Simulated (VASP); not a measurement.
Here is a VASP 6.6.1 calculation.

File INCAR:

```
SYSTEM = ZnSe
ALGO = Normal ; DIPOL = 0.5 0.5 0.500
EDIFF = 1E-6 ; ENCUT = 520
GGA = PE ; IDIPOL = 3
ISIF = 2 ; ISMEAR = -1
LASPH = .True. ; LCHARG = .False.
LDIPOL = .True. ; LREAL = .False.
LWAVE = .False. ; NBANDS = 16
NELM = 100 ; PREC = Accurate
SIGMA = 0.02
```

File KPOINTS:

```
k-points
0
Gamma
  6 5 1
  0 0 0
```

File POSCAR:

```
ZnSe
1.0
    4.0536314784      0.0000000000      0.0000000000
    0.0000000000      5.7327006135      0.0000000000
    0.0000000000      0.0000000000     16.0000000000
Zn Se
1 1
Direct
    0.2500000000      0.1250000000      0.5000000000
    0.7500000000      0.8750000000      0.5000000000
```

Potentials or basis: VASP PAW PBE potentials, release 64 (Zn, Se).

The run is started by

```console
$ cat potpaw_PBE.64/Zn/POTCAR potpaw_PBE.64/Se/POTCAR > POTCAR
$ mpirun -np 1 vasp_std > vasp.out
```

Task: What does it give for the largest force?

Result: 1.900 eV/Å.

Task: Estimate the band gap on the k mesh.

Result: 0.87 eV (least direct gap 0.98 eV).

Forces in eV/Å, atoms in the order of the input:
```
Zn   0.000 -1.900  0.000
Se   0.000  1.900  0.000
```
